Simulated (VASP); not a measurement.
Here is a VASP 6.6.1 calculation.

File INCAR:

```
PREC = Accurate
ENCUT = 520
EDIFF = 1E-6
ISMEAR = 0
SIGMA = 0.05
LREAL = Auto
LASPH = T
NELM = 150
ALGO = Normal
ISIF = 2
LWAVE = F
LCHARG = F
ISPIN = 2
MAGMOM = 2.45 0 0 0 0 0 0 0.02 0 0.02 0.04 0.04 0.04 0.04 0.02 0
LORBIT = 11
NUPDOWN = 3.6
LMAXMIX = 4
LDAU = T
LDAUTYPE = 2
LDAUL = 2 -1 -1
LDAUU = 2 0 0
LDAUJ = 0 0 0
LDAUPRINT = 1
GGA = PS
NBANDS = 84
```

Contents of KPOINTS:

```
regular mesh
0
Gamma
  3 3 3
```

File POSCAR:

```
Ca7MoO8
1.0
    0.0000000000      4.8150000000      4.8150000000
    4.8150000000      0.0000000000      4.8150000000
    4.8150000000      4.8150000000      0.0000000000
Mo Ca O
1 7 8
Direct
    0.0000000000      0.0000000000      1.0000000000
    0.0000000000      0.0000000000      0.5000000000
    0.0000000000      0.5000000000      0.0000000000
    0.0000000000      0.5000000000      0.5000000000
    0.5000000000      0.0000000000      0.0000000000
    0.5000000000      0.0000000000      0.5000000000
    0.5000000000      0.5000000000      0.0000000000
    0.5000000000      0.5000000000      0.5000000000
    0.2500000000      0.2500000000      0.2500000000
    0.2420323557      0.2420323557      0.7579676443
    0.2420323557      0.7579676443      0.2420323557
    0.2420323557      0.7579676443      0.7579676443
    0.7579676443      0.2420323557      0.2420323557
    0.7579676443      0.2420323557      0.7579676443
    0.7579676443      0.7579676443      0.2420323557
    0.7500000000      0.7500000000      0.7500000000
```

Potentials or basis: VASP PAW PBE potentials, release 64 (Mo_sv, Ca_sv, O).

Launch:

```sh
$ cat potpaw_PBE.64/Mo_sv/POTCAR potpaw_PBE.64/Ca_sv/POTCAR potpaw_PBE.64/O/POTCAR > POTCAR
$ mpirun -np 1 vasp_std > vasp.out
```

**Question.** What does it give for the largest force?

**Answer.** 0.245 eV/Å.

**Question.** What does it give for the pressure?

**Answer.** -5.0 GPa.

Forces on the atoms (eV/Å):
```
Mo   0.000  0.000  0.000
Ca   0.000  0.000  0.000
Ca   0.000  0.000  0.000
Ca   0.000  0.000  0.000
Ca   0.000  0.000  0.000
Ca   0.000  0.000  0.000
Ca   0.000  0.000  0.000
Ca   0.000  0.000  0.000
O    0.000  0.000  0.000
O    0.000  0.000  0.238
O    0.000  0.245  0.000
O   -0.245  0.000  0.000
O    0.245  0.000  0.000
O    0.000 -0.245  0.000
O    0.000  0.000 -0.238
O    0.000  0.000  0.000
```

Caveat: the k points lie up to 0.38 Å⁻¹ apart; the PAW data sets were made with another functional, which shifts forces and pressure a little; the total moment is fixed, so each spin has its own Fermi level and the state may be an excited one.
